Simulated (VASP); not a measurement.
# Si in VASP: further runs, part 3 of 3

VASP 6.6.1.

## Step 6: Electric field gradients, PBE (zz strain of -1 %)

Input file INCAR:

```
  PREC = Accurate
  ENCUT = 520
  EDIFF = 1E-8
  ISMEAR = -1
  SIGMA = 0.05
  LREAL = F
  LASPH = T
  NELM = 80
  ALGO = Normal
  ISIF = 2
  LWAVE = F
  LCHARG = F
  GGA = PE
  LEFG = T
  NBANDS = 11
```

Input file KPOINTS:

```
regular mesh
0
Gamma
  16 16 16
```

Input file POSCAR:

```
Si
1.0
   -2.2510000000      2.3685000000      1.2622500000
    2.2510000000     -2.3685000000      1.2622500000
    2.2510000000      2.3685000000     -1.2622500000
Si
2
Direct
    0.8070000000      0.5570000000      0.2500000000
    0.1930000000      0.4430000000      0.7500000000
```

Potentials or basis: VASP PAW PBE potentials, release 64 (Si).

Launch:

```bash
$ cat potpaw_PBE.64/Si/POTCAR > POTCAR
$ mpirun -np 1 vasp_std > vasp.out
```

OUTCAR:

```text
PREC = Accurate
   ENCUT = 520
   EDIFF = 1E-8
   ISMEAR = -1
   LREAL = F
   LASPH = T
   NELM = 80
   ISIF = 2
   GGA = PE

 ion  position               nearest neighbor table
   1  0.807  0.557  0.250-   2 2.39   2 2.39   2 2.45   2 2.45   2 2.73   2 2.73
   2  0.193  0.443  0.750-   1 2.39   1 2.39   1 2.45   1 2.45   1 2.73   1 2.73

  LATTYP: Found a body centered orthorhombic cell.
 ALAT       =     2.5245000000
 B/A-ratio  =     1.7833234304
 C/A-ratio  =     1.8764111705

  Lattice vectors:

 A1 = (   2.2510000000,  -2.3685000000,   1.2622500000)
 A2 = (  -2.2510000000,  -2.3685000000,  -1.2622500000)
 A3 = (   2.2510000000,   2.3685000000,  -1.2622500000)

Analysis of symmetry for initial positions (statically):
=====================================================================
 Subroutine PRICEL returns:
 Original cell was already a primitive cell.

 Routine SETGRP: Setting up the symmetry group for a
 body centered orthorhombic supercell.

 Subroutine GETGRP returns: Found  8 space group operations
 (whereof  4 operations were pure point group operations)
 out of a pool of  8 trial point group operations.

The static configuration has the point symmetry C_2h.
 The point group associated with its full space group is D_2h.

Analysis of symmetry for dynamics (positions and initial velocities):
=====================================================================
 Subroutine PRICEL returns:
 Original cell was already a primitive cell.

 Routine SETGRP: Setting up the symmetry group for a
 body centered orthorhombic supercell.

 Subroutine GETGRP returns: Found  8 space group operations
 (whereof  4 operations were pure point group operations)
 out of a pool of  8 trial point group operations.

The dynamic configuration has the point symmetry C_2h.
 The point group associated with its full space group is D_2h.

 Subroutine INISYM returns: Found  8 space group operations
 (whereof  4 operations are pure point group operations),
 and found     1 'primitive' translations

----------------------------------------------------------------------------------------

                                     Primitive cell

  volume of cell :      26.9187

  direct lattice vectors                    reciprocal lattice vectors
    -2.251000000  2.368500000  1.262250000     0.000000000  0.211104074  0.396118043
     2.251000000 -2.368500000  1.262250000     0.222123501  0.000000000  0.396118043
     2.251000000  2.368500000 -1.262250000     0.222123501  0.211104074  0.000000000

  length of vectors
     3.502865729  3.502865729  3.502865729     0.448859036  0.454145741  0.306437236

  position of ions in fractional coordinates (direct lattice)
     0.807000000  0.557000000  0.250000000
     0.193000000  0.443000000  0.750000000

  ion indices of the primitive-cell ions
   primitive index   ion index
                 1           1
                 2           2

----------------------------------------------------------------------------------------

[... 86 lines left out ...]
   IALGO  =     38    algorithm
   IMIX   =      4    mixing-type and parameters
     AMIX     =   0.40;   BMIX     =  1.00
     AMIX_MAG =   1.60;   BMIX_MAG =  1.00
  volume/ion in A,a.u.               =      13.46        90.83
  Fermi-wavevector in a.u.,A,eV,Ry     =   1.092497  2.064519 16.239216  1.193549
  Thomas-Fermi vector in A             =   2.228763
   LORBIT       =      0    0 simple, 1 ext, 2 COOP (PROOUT), +10 PAW based schemes
   GGA     = PE    functional components
   LHFCALC =     F    Hartree Fock is set to
   AEXX    =    0.0000 exact exchange contribution
   IVDW    =     0    specifies the selected vdW correction
   LEPSILON=     F    determine dielectric tensor
   LRPA    =     F    only Hartree local field effects (RPA)
 non-spin polarized calculation
  energy-cutoff  :      520.00
  volume of cell :       26.92
 maximum number of plane-waves:       747
 NGX is ok and might be reduce to    28
   NGX = 13   NGY = 13   NGZ = 13

 number of electron       8.0000000 magnetization

 Free energy of the ion-electron system (eV)
  ---------------------------------------------------
  ext. energy  EPLUGINS =         0.00000000
  ---------------------------------------------------
  free energy    TOTEN  =       -10.08014379 eV

  energy without entropy =      -10.07405555  energy(sigma->0) =      -10.07709967

 E-fermi :  10.8345     XC(G=0): -11.4177

 val. band max:       10.8312226638   @ k =  -0.3750   0.5000   0.0625
 cond. band min:      10.8365476255   @ k =  -0.1250  -0.1875   0.0625
 fundamental gap:      0.0053249618
 Fermi energy:        10.8344918448

 k-point     1 :       0.0000    0.0000    0.0000
  band No.  band energies     occupation
      1      -4.0770      2.00000
      2       7.7541      2.00000
      3       8.2730      2.00000
      4       9.0495      2.00000
      5      11.8324      0.00000
      6      18.5813      0.00000
      7      19.9113      0.00000
      8      21.0911      0.00000
      9      21.5187      0.00000
     10      21.9524      0.00000
     11      22.8737      0.00000
[... 309 lines left out ...]
 k-point    24 :      -0.1250    0.0625    0.0000
  band No.  band energies     occupation
      1      -3.8604      2.00000
      2       6.6361      2.00000
      3       7.9896      2.00000
      4      10.2220      1.99999
      5      12.8006      0.00000
      6      16.7347      0.00000
      7      19.2865      0.00000
      8      20.4296      0.00000
      9      20.9285      0.00000
     10      21.9517      0.00000
     11      23.5282      0.00000

 [... further k-points ...]

------------------------ aborting loop because EDIFF is reached ----------------------------------------

  FORCE on cell =-STRESS in cart. coord.  units (eV):
  Direction    XX          YY          ZZ          XY          YZ          ZX
  --------------------------------------------------------------------------------------
  -------------------------------------------------------------------------------------
  Total        2.7555963      3.0543925      2.9405658      0.0000000      0.0000000      0.0000000
  in kB      164.0106035    181.7946797    175.0198189      0.0000000      0.0000000      0.0000000
  external PRESSURE =     173.6083674 kB  Pullay stress =       0.0000000 kB

 VOLUME and BASIS-vectors are now :
 -----------------------------------------------------------------------------
  energy-cutoff  :      520.00
  volume of cell :       26.92
      direct lattice vectors                 reciprocal lattice vectors
    -2.251000000  2.368500000  1.262250000     0.000000000  0.211104074  0.396118043
     2.251000000 -2.368500000  1.262250000     0.222123501  0.000000000  0.396118043
     2.251000000  2.368500000 -1.262250000     0.222123501  0.211104074  0.000000000

 POSITION                                       TOTAL-FORCE (eV/Angst)
 -----------------------------------------------------------------------------------
     -0.00000      1.18425      1.40615        -0.000000     -0.000000     -0.011902
      2.25100      1.18425     -0.14390         0.000000      0.000000      0.011902
 -----------------------------------------------------------------------------------
    total drift:                                0.000000     -0.000000     -0.000000

  FREE ENERGIE OF THE ION-ELECTRON SYSTEM (eV)
  ---------------------------------------------------
  free  energy   TOTEN  =       -10.0801437851 eV

  energy  without entropy=      -10.0740555496  energy(sigma->0) =      -10.07709967

 Electric field gradients (V/A^2)
---------------------------------------------------------------------
 ion       V_xx      V_yy      V_zz      V_xy      V_xz      V_yz
---------------------------------------------------------------------
   1      10.533   -25.239    14.706    -0.000    -0.000    -0.000
   2      10.533   -25.239    14.706    -0.000    -0.000    -0.000
---------------------------------------------------------------------

 Electric field gradients after diagonalization (V/A^2)
 (convention: |V_zz| > |V_xx| > |V_yy|)
----------------------------------------------------------------------
 ion       V_xx      V_yy      V_zz     asymmetry (V_yy - V_xx)/ V_zz
----------------------------------------------------------------------
   1      14.706    10.533   -25.239       0.165
   2      14.706    10.533   -25.239       0.165
----------------------------------------------------------------------

           NMR quadrupolar parameters

 Cq : quadrupolar parameter    Cq=e*Q*V_zz/h
 eta: asymmetry parameters     (V_yy - V_xx)/ V_zz
 Q  : nuclear electric quadrupole moment in mb (millibarn)
----------------------------------------------------------------------
 ion       Cq(MHz)       eta       Q (mb)
----------------------------------------------------------------------
   1      -0.061       0.165       1.000
   2      -0.061       0.165       1.000
----------------------------------------------------------------------
```

It took 4.1 min on 1 thread of AMD EPYC 7R13, shared host; peak memory 0.24 GiB.

What came out:

| Item | Value |
| --- | --- |
| Free energy | -10.0801 eV |
| Pressure | 17.4 GPa |
| Largest force | 0.012 eV/Å |
| Band gap on the k mesh | zero (bands 4 and 5 overlap by 7.40 eV) |
| Largest electric field gradient by atom | Si -25.2 V/Å² |

Forces in eV/Å, atoms in the order of the input:
```
Si   0.000  0.000 -0.012
Si   0.000  0.000  0.012
```

Stress tensor (GPa, compression positive):
```
16.40  0.00  0.00
 0.00 18.18  0.00
 0.00  0.00 17.50
```

Levels at points of the mesh, in eV from the Fermi level:
```tsv
k point	band 2	band 3	band 4	band 5	band 6	band 7
(0.00, 0.00, 0.00)	-3.08	-2.56	-1.78	1.00	7.75	9.08
(0.50, 0.00, 0.00)	-7.64	-1.83	-1.34	-1.30	0.04	4.90
(0.00, 0.50, 0.00)	-7.36	-2.89	-2.15	-1.36	1.04	5.22
(0.50, 0.50, 0.00)	-11.56	0.06	0.06	2.83	2.83	9.04
(0.50, 0.50, 0.50)	-8.28	-7.77	-7.50	6.10	6.73	14.20
```

Electric field gradients, principal values (V/Å²):
```
atom   least  middle  greatest (by size)
1 Si  10.533  14.706             -25.239
2 Si  10.533  14.706             -25.239
```

Caveat: the cell differs from its parent crystal (zz strain of -1 %); the cell stands under pressure; without QUAD_EFG the Cq values of the log hold for a quadrupole moment of 1 mb, not for the nuclei.

## Step 7: Overview

```tsv
cell	gap on the mesh (eV)	pressure (GPa)	largest force (eV/Å)
a = 3.493, b = 3.492, c = 3.506 Å, angles 99.9, 94.8, 137.2°, 2 atoms	none	15.7	0.04
a = 3.416 Å, angles 100.5, 95.5, 136.2°, 2 atoms	none	28.2	0.06
a = 3.568 Å, angles 99.9, 94.8, 138.1°, 2 atoms	none	9.2	0.03
a = 3.503 Å, angles 100.0, 94.9, 137.8°, 2 atoms	none	17.4	0.01
```

Alike in all rows: task electric field gradients; level PBE; potentials or basis VASP PAW PBE potentials, release 64 (Si); no spin polarisation; k mesh 16 × 16 × 16; cutoff (eV) 520; smearing fermi-dirac 0.05 eV.

Caveats: the cell stands under pressure.

Total energies depend on the potentials used, so only differences within one code and one set of settings carry meaning.
